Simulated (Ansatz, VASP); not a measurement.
# Te: VASP beside Ansatz

File INCAR:

```
SYSTEM = Te
  PREC = Accurate
  ENCUT = 500
  EDIFF = 1E-6
  ISMEAR = 0
  SIGMA = 0.1
  LREAL = .False.
  LASPH = .True.
  NELM = 120
  ALGO = Normal
  ISIF = 2
  LWAVE = .False.
  LCHARG = .False.
  GGA = PE
  NBANDS = 9
  GGA_COMPAT = .False.
```

Contents of KPOINTS:

```
Automatic mesh
0
Gamma
  6 6 6
  0 0 0
```

The input POSCAR:

```
Te
1.0
   -1.9406473614      1.9406473614      1.9406473614
    1.9406473614     -1.9406473614      1.9406473614
    1.9406473614      1.9406473614     -1.9406473614
Te
1
Direct
    0.0000000000      0.0000000000      0.0000000000
```

Input for Ansatz:

```yaml
crystal:
  lattice:
    - [-1.9406473614, 1.9406473614, 1.9406473614]
    - [1.9406473614, -1.9406473614, 1.9406473614]
    - [1.9406473614, 1.9406473614, -1.9406473614]
  atoms:
    - { symbol: Te, position: [0.0, 0.0, 0.0] }
basis:
  ecutwfc: 420
kpoints:
  mp_grid: { grid: [6, 6, 6] }
hamiltonian:
  xc: pbe
scf:
  occupations: { method: gaussian, width: 0.1 }
output:
  forces: true
  stress: true
  eigenvalues: true
```

Alike in both runs: task single point; functional PBE; k mesh 6 × 6 × 6; occupations gaussian, width 0.1 eV; no spin polarisation.

|  | VASP | Ansatz |
| --- | --- | --- |
| version | VASP 6.6.1 | Ansatz 0.2.0 |
| potentials or method | VASP PAW PBE potentials, release 64 (Te), cutoff 500 eV | scalar-relativistic, plane waves, PAW |
| valence electrons in the cell | 6 | 16 |

Ansatz gave:

| Item | Value |
| --- | --- |
| gap on the k mesh at the Fermi level (eV) | none |
| pressure (GPa) | -1.6 |

Estimate VASP's values.

gap on the k mesh at the Fermi level (eV): none; pressure (GPa): -1.7.

A gap of «none» marks a metal or a gap that the smearing closes. VASP's potentials hold 6 valence electrons a cell and Ansatz's 16, so a difference there can come from the potentials and not from the codes.

The k mesh is coarse, so the values compare programs but aren't converged. Spin-orbit coupling is off throughout.
